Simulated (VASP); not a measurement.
Wanted: the native input for a VASP 6.6.1 run.

| Property | Result |
| --- | --- |
| Task | single point |
| Functional | PBE |
| Potentials or basis | VASP PAW PBE potentials, release 64 (Sc_sv, V_sv, S) |
| Cutoff | 520 eV |
| k mesh | 8 × 8 × 8 |
| Occupations | gaussian, width 0.1 eV |
| Spin | collinear spin, ferromagnetic start |
| Starting moments | [0.38, 1.15, 0.0, 0.0, 0.0] μB |
| Dipole correction | no |
| Further INCAR settings | ALGO = Normal; EDIFF = 1e-07; NBANDS = 33 |

The structure of ScVS3 lies in POSCAR:

```
ScVS3
1.0
    4.5638417786      0.0000000000      0.0000000000
    0.0000000000      4.5638417786      0.0000000000
    0.0000000000      0.0000000000      4.5638417786
Sc V S
1 1 3
Direct
    0.5000000000      0.5000000000      0.5000000000
    0.0000000000      0.0000000000      0.0000000000
    0.5000000000      0.0000000000      0.0000000000
    0.0000000000      0.5000000000      0.0000000000
    0.0000000000      0.0000000000      0.5000000000
```

These files were run (other wordings do the same):

INCAR

```
PREC = Accurate
ENCUT = 520
EDIFF = 1E-7
ISMEAR = 0
SIGMA = 0.1
LREAL = False
LASPH = True
NELM = 150
ALGO = Normal
ISIF = 2
LWAVE = False
LCHARG = False
ISPIN = 2
MAGMOM = 0.38 1.15 0 0 0
LORBIT = 11
LMAXMIX = 4
GGA = PE
NBANDS = 33
```

KPOINTS

```
Automatic mesh
0
Gamma
  8 8 8
```

Potentials or basis: VASP PAW PBE potentials, release 64 (Sc_sv, V_sv, S).

Launch:

```console
$ cat potpaw_PBE.64/Sc_sv/POTCAR potpaw_PBE.64/V_sv/POTCAR potpaw_PBE.64/S/POTCAR > POTCAR
$ mpirun -np 1 vasp_std > vasp.out
```

It gave:

```
Pressure                                              : 0.0 GPa
Net moment                                            : 1.22 μB per cell
Site moments                                          : Sc +0.28; V +0.86; S -0.03 μB
Valence electrons inside the program's atomic spheres : Sc 8.99; V 11.64; S 3.75
```

Run time: 110 s on 1 thread of Intel(R) Xeon(R) 6975P-C (Granite Rapids) (shared host), peak memory 0.35 GiB.
